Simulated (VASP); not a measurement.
Wanted: the native input for a VASP 6.6.1 run.

```yaml
Task: single point
Functional: PBE
Potentials_or_basis: VASP PAW PBE potentials, release 64 (Sr_sv, Sn_d, O)
Cutoff: 520 eV
k_mesh: 4 × 4 × 2
Occupations: gaussian, width 0.1 eV
Spin: no spin polarisation
Dipole_correction: no
Further_INCAR_settings: ALGO = Normal; EDIFF = 1e-06; NBANDS = 35
```

The structure of Sr2SnO3 lies in POSCAR:

```
Sr2SnO3
1.0
    3.2330421711     -3.3082876481      0.0000000000
    3.2330421711      3.3082876481      0.0000000000
    0.0000000000      0.0000000000      8.3217436623
Sr Sn O
2 1 3
Direct
    0.5000000000      0.5000000000      0.7517683263
    0.5000000000      0.5000000000      0.2482316737
    0.0000000000      0.0000000000      0.0000000000
    0.0000000000      0.5000000000      0.0000000000
    0.5000000000      0.0000000000      0.0000000000
    0.5000000000      0.5000000000      0.0000000000
```

The cell was generated, and may not be a known phase.

One way to write it, as run:

INCAR

```
SYSTEM = Sr2SnO3
PREC = Accurate
ENCUT = 520
EDIFF = 1E-6
ISMEAR = 0
SIGMA = 0.1
LREAL = .FALSE.
LASPH = .TRUE.
NELM = 100
ALGO = Normal
ISIF = 2
LWAVE = .FALSE.
LCHARG = .FALSE.
GGA = PE
NBANDS = 35
```

KPOINTS

```
Automatic mesh
0
G
  4 4 2
  0 0 0
```

Potentials or basis: VASP PAW PBE potentials, release 64 (Sr_sv, Sn_d, O).

Command:

```console
$ cat potpaw_PBE.64/Sr_sv/POTCAR potpaw_PBE.64/Sn_d/POTCAR potpaw_PBE.64/O/POTCAR > POTCAR
$ mpirun -np 1 vasp_std > vasp.out
```

Results of the run:

```json
{
 "Pressure": "0.3 GPa",
 "Largest force": "0.256 eV/Å",
 "Band gap on the k mesh": "zero (bands 26 and 27 overlap by 0.80 eV)"
}
```

Caveat: the k points lie up to 0.38 Å⁻¹ apart, too coarse for converged energies and pressures of a metal; spin-orbit coupling is left out, which moves the levels of the heavy elements.

Run time: 52 s on 1 thread of Intel(R) Xeon(R) 6975P-C (Granite Rapids) (shared host), peak memory 0.31 GiB.
